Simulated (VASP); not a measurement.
**WC: single point with PBE+D3(BJ)**

Slab: WC, a slab with vacuum.

```
W C
1.0
     5.81166    0.00000    0.00000
    -2.90583    5.03305    0.00000
     0.00000    0.00000   15.25648
W C
8 8
Direct
  0.00000 0.00000 0.06555
  0.00000 0.00000 0.25397
  0.00000 0.50000 0.06555
  0.00000 0.50000 0.25397
  0.50000 0.00000 0.06555
  0.50000 0.00000 0.25397
  0.50000 0.50000 0.06555
  0.50000 0.50000 0.25397
  0.33333 0.16667 0.15118
  0.33333 0.16667 0.32691
  0.33333 0.66667 0.15118
  0.33333 0.66667 0.32691
  0.83333 0.16667 0.15118
  0.83333 0.16667 0.32691
  0.83333 0.66667 0.15118
  0.83333 0.66667 0.32691
```

```
Program                : VASP 6.6.1
Task                   : single point
Functional             : PBE
Dispersion             : D3(BJ)
Potentials or basis    : VASP PAW PBE potentials, release 64 (W_sv, C_h)
Cutoff                 : 910 eV
k mesh                 : 2 × 2 × 1
Occupations            : fermi-dirac, width 0.05 eV
Spin                   : no spin polarisation
Dipole correction      : no
Second run             : hard_potentials
Further INCAR settings : LREAL = Auto; ALGO = Normal; EDIFF = 1e-06; NBANDS = 86; NELMDL = -8
```

```json
{"Largest force": "0.072 eV/Å", "Band gap on the k mesh": "zero (band 72 reaches 1.11 eV, above the bottom of band 73 at 0.93 eV)", "Dispersion energy per atom": "-0.292 eV"}
```

Forces on the atoms (eV/Å):
```
W    0.000  0.000 -0.055
W    0.000  0.000 -0.007
W    0.000  0.000 -0.055
W    0.000  0.000 -0.007
W    0.000  0.000 -0.055
W    0.000  0.000 -0.007
W    0.000  0.000 -0.055
W    0.000  0.000 -0.007
C    0.000  0.000 -0.010
C    0.000  0.000  0.072
C    0.000  0.000 -0.010
C    0.000  0.000  0.072
C    0.000  0.000 -0.010
C    0.000  0.000  0.072
C    0.000  0.000 -0.010
C    0.000  0.000  0.072
```

Levels at points of the mesh, in eV from the Fermi level:
```csv
k point,band 67,band 68,band 69,band 70,band 71,band 72,band 73,band 74,band 75,band 76
"(0.00, 0.00, 0.00)",-1.37,-1.23,0.07,0.07,0.07,0.16,0.16,1.14,1.50,1.50
"(0.50, 0.00, 0.00)",-1.40,-1.40,-1.25,-1.25,-0.59,-0.59,-0.01,-0.01,1.03,1.03
```

Wall time 6.2 min on 1 thread of Intel(R) Xeon(R) 6975P-C (Granite Rapids) (shared host), peak memory 0.99 GiB.

Caveat: the k points lie up to 0.62 Å⁻¹ apart; spin-orbit coupling is left out, which moves the levels of the heavy elements.
